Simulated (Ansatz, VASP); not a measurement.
# InAs3: VASP beside Ansatz

```
CELL_PARAMETERS angstrom
4.35829 0.00000 0.00000
0.00000 4.35829 0.00000
0.00000 0.00000 4.35829
ATOMIC_POSITIONS crystal
In 0.00000 0.00000 0.00000
As 0.50000 0.00000 0.50000
As 0.00000 0.50000 0.50000
As 0.50000 0.50000 0.00000
```

Alike in both runs: task single point; functional PBEsol; k mesh 4 × 4 × 4; occupations gaussian, width 0.1 eV; no spin polarisation.

```csv
,VASP,Ansatz
version,VASP 6.6.1,Ansatz 0.2.0
potentials or method,"VASP PAW PBE potentials, release 64 (In_d, As), cutoff 500 eV","scalar-relativistic, plane waves, PAW"
valence electrons in the cell,28,58
```

|  | VASP | Ansatz | Ansatz less VASP |
| --- | --- | --- | --- |
| gap on the k mesh at the Fermi level (eV) | none | none | - |
| pressure (GPa) | -1.3 | -1.4 | -0.10 |

VASP's potentials were made for PBE, not for PBEsol. A gap of «none» marks a metal or a gap that the smearing closes. VASP's potentials hold 28 valence electrons a cell and Ansatz's 58, so a difference there can come from the potentials and not from the codes.

The k mesh is coarse, so the values compare programs but aren't converged.
